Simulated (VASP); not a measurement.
Here is a VASP 6.6.1 calculation.

INCAR

```
ALGO = Normal
EDIFF = 1E-7
ENCUT = 520
GGA = PE
ISIF = 2
ISMEAR = 0
LASPH = T
LCHARG = F
LREAL = F
LWAVE = F
NBANDS = 36
NELM = 100
PREC = Accurate
SIGMA = 0.1
```

File KPOINTS:

```
k-points
0
Gamma
  12 6 6
```

POSCAR

```
Cd3InO
1.0
    3.2421398117      0.0000000000      0.0000000000
    0.0000000000      5.7474359225      0.0000000000
    0.0000000000      0.0000000000      5.9453308348
Cd In O
3 1 1
Direct
    0.0000000000      0.0000000000      0.2683395644
    0.0000000000      0.0000000000      0.7316604356
    0.0000000000      0.5000000000      0.0000000000
    0.0000000000      0.5000000000      0.5000000000
    0.5000000000      0.0000000000      0.0000000000
```

Potentials or basis: VASP PAW PBE potentials, release 64 (Cd, In_d, O).

Run with:

```sh
$ cat potpaw_PBE.64/Cd/POTCAR potpaw_PBE.64/In_d/POTCAR potpaw_PBE.64/O/POTCAR > POTCAR
$ mpirun -np 1 vasp_std > vasp.out
```

Question: Predict the band gap on the k mesh.

Answer: Zero (an odd number of electrons rules out a gap without spin polarisation).

Question: Predict the largest force.

Answer: 0.070 eV/Å.

Question: Estimate the pressure.

Answer: 0.4 GPa.

Forces on the atoms (eV/Å):
```
Cd   0.000  0.000  0.070
Cd   0.000  0.000 -0.070
Cd   0.000  0.000  0.000
In   0.000  0.000  0.000
O    0.000  0.000  0.000
```

Caveat: spin-orbit coupling is left out, which moves the levels of the heavy elements.
